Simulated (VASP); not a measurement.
TiC, 2 atoms in the cell. Symmetry: I4/mmm, No. 139, tetragonal system. Conventional cell: a = 3.106 Å, b = 3.106 Å, c = 4.263 Å, α = 90.00°, β = 90.00°, γ = 90.00°. Ti (site symmetry 4/mmm) has 6 C at 2.13 to 2.20 Å within 2.8 Å. C (site symmetry 4/mmm) has 6 Ti at 2.13 to 2.20 Å within 2.8 Å.  This cell differs from its parent crystal: strain +0.015 along x and y, -0.015 along z.

```yaml
Program: VASP 6.6.1
Task: single point
Functional: PBE
Potentials_or_basis: VASP PAW PBE potentials, release 64 (Ti_sv, C)
Cutoff: 520 eV
k_mesh: 18 × 18 × 18
Occupations: gaussian, width 0.15 eV
Spin: no spin polarisation
Dipole_correction: no
Further_INCAR_settings: ALGO = Normal; EDIFF = 1e-06; NBANDS = 15
```

Potentials or basis: VASP PAW PBE potentials, release 64 (Ti_sv, C).

Run with:

```console
$ cat potpaw_PBE.64/Ti_sv/POTCAR potpaw_PBE.64/C/POTCAR > POTCAR
$ mpirun -np 1 vasp_std > vasp.out
```

Hardware: 1 thread of Intel Xeon 6975P-C (shared host).

Problem. How long does it take, and how much memory?

Solution. Run time: 89 s on 1 thread of Intel Xeon 6975P-C (shared host), peak memory 0.26 GiB. Counts: scf iterations 14, k points 480.
